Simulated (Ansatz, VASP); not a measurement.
# One calculation of HfN, two programs

Contents of INCAR:

```
SYSTEM = HfN
PREC = Accurate ; ENCUT = 600
EDIFF = 1E-6 ; ISMEAR = 0
SIGMA = 0.05 ; LREAL = .FALSE.
LASPH = .TRUE. ; NELM = 120
ALGO = Normal ; ISIF = 2
LWAVE = .FALSE. ; LCHARG = .TRUE.
GGA = PE ; IVDW = 13
LELF = .TRUE. ; LVHAR = .TRUE.
NBANDS = 14 ; GGA_COMPAT = .FALSE.
```

File KPOINTS:

```
regular mesh
0
G
  14 14 12
  0 0 0
```

Contents of POSCAR:

```
HfN
1.0
    3.0990149869      0.0000000000      0.0000000000
   -1.5495074934      2.6838257053      0.0000000000
    0.0000000000      0.0000000000      2.9130017211
Hf N
1 1
Direct
    0.0000000000      0.0000000000      0.0000000000
    0.6666666667      0.3333333333      0.5000000000
```

Input for Ansatz:

```yaml
crystal:
  lattice:
    - [3.099014986863, -2.886750779173e-11, 0.0]
    - [-1.549507493406, 2.683825705346, 0.0]
    - [0.0, 0.0, 2.9130017211]
  atoms:
    - { symbol: Hf, position: [-3.700743415525e-17, 0.0, 0.0] }
    - { symbol: "N", position: [0.6666666666667, 0.3333333333333, 0.5] }
basis:
  ecutwfc: 420
  ecutrho_ratio: 4
kpoints:
  mp_grid: { grid: [14, 14, 12] }
hamiltonian:
  xc: pbe
  dispersion: d4
scf:
  occupations: { method: gaussian, width: 0.05 }
  algorithm: direct_min
output:
  forces: true
  stress: true
  write_density: true
  write_potential: true
  elf: true
  volumetric_format: npy
```

Alike in both runs: task single point; functional PBE; dispersion D4; k mesh 14 × 14 × 12; occupations gaussian, width 0.05 eV; no spin polarisation.

|  | VASP | Ansatz |
| --- | --- | --- |
| version | VASP 6.6.1 | Ansatz 0.2.0 |
| potentials or method | VASP PAW PBE potentials, release 64 (Hf_pv, N), cutoff 600 eV | scalar-relativistic, plane waves, PAW |
| valence electrons in the cell | 15 | 31 |

VASP gave:

```
gap on the k mesh at the Fermi level (eV)                     : none
pressure (GPa)                                                : -6.1
traceless stress, the component that is largest in VASP (GPa) : -0.53
```

Estimate Ansatz's values.

gap on the k mesh at the Fermi level (eV): none; pressure (GPa): -4.0; traceless stress, the component that is largest in VASP (GPa): -0.18.

A gap of «none» marks a metal or a gap that the smearing closes. VASP's potentials hold 15 valence electrons a cell and Ansatz's 31, so a difference there can come from the potentials and not from the codes.

Spin-orbit coupling is off throughout.
